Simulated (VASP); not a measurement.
## P: single point with PBE

The system is P.

```xyz
1
Lattice="-1.2110 1.2110 1.2110 1.2110 -1.2110 1.2110 1.2110 1.2110 -1.2110" Properties=species:S:1:pos:R:3 pbc="T T T"
P     0.0000    0.0000    0.0000
```

This cell differs from its parent crystal: volume scaled by 0.5.

* Program: VASP 6.6.1
* Task: single point
* Functional: PBE
* Potentials or basis: VASP PAW PBE potentials, release 64 (P)
* Cutoff: 520 eV
* k mesh: 17 × 17 × 17
* Occupations: fermi-dirac, width 0.1 eV
* Spin: no spin polarisation
* Dipole correction: no
* Further INCAR settings: ALGO = Normal; EDIFF = 1e-06; NBANDS = 8

```
Pressure : 276.6 GPa
```

Levels at points of the mesh, in eV from the Fermi level:
| k point | band 1 | band 2 | band 3 | band 4 | band 5 | band 6 | band 7 | band 8 |
| --- | --- | --- | --- | --- | --- | --- | --- | --- |
| (0.00, 0.00, 0.00) | -25.86 | 14.34 | 14.34 | 14.34 | 17.57 | 17.57 | 17.57 | 20.49 |

Run time: 4.5 s on 1 thread of AMD EPYC 7R13 Processor (Zen 3) (shared host), peak memory 0.08 GiB.
